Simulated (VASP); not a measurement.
A run of VASP 6.6.1:

The input INCAR:

```
SYSTEM = Al3BP4
ALGO     = Normal         ! electronic algorithm
EDIFF    = 1E-6           ! SCF threshold, eV
ENCUT    = 520            ! plane-wave cutoff, eV
GGA      = PE             ! functional
ISIF     = 2              ! what is computed and relaxed
ISMEAR   = -1             ! smearing method
LASPH    = .TRUE.         ! aspherical terms in the spheres
LCHARG   = .FALSE.        ! write CHGCAR
LREAL    = .FALSE.        ! projectors in reciprocal space
LWAVE    = .FALSE.        ! write WAVECAR
NBANDS   = 26             ! bands
NELM     = 100            ! most SCF steps
PREC     = Accurate       ! precision mode
SIGMA    = 0.02           ! smearing width, eV
```

KPOINTS

```
k-points
0
G
  8 8 8
  0 0 0
```

File POSCAR:

```
Al3BP4
1.0
   -2.6298954552      2.6298954552      5.2200621692
    2.6298954552     -2.6298954552      5.2200621692
    2.6298954552      2.6298954552     -5.2200621692
B P Al
1 4 3
Direct
    0.0000000000      0.0000000000      0.0000000000
    0.3338996754      0.3338996754      0.4392291497
    0.1053294743      0.6661003246      0.0000000000
    0.8946705257      0.8946705257      0.5607708503
    0.6661003246      0.1053294743      0.0000000000
    0.7500000000      0.2500000000      0.5000000000
    0.5000000000      0.5000000000      0.0000000000
    0.2500000000      0.7500000000      0.5000000000
```

Potentials or basis: VASP PAW PBE potentials, release 64 (B, P, Al).

The run is started by

```sh
$ cat potpaw_PBE.64/B/POTCAR potpaw_PBE.64/P/POTCAR potpaw_PBE.64/Al/POTCAR > POTCAR
$ mpirun -np 1 vasp_std > vasp.out
```

Hardware: 1 thread of Intel(R) Xeon(R) Platinum 8488C (Sapphire Rapids) (shared host).

**Question.** How long does it take, and how much memory?

**Answer.** Run time: 2.7 min on 1 thread of Intel(R) Xeon(R) Platinum 8488C (Sapphire Rapids), on a shared host, peak memory 0.42 GiB. Counts: scf iterations 14, k points 59.
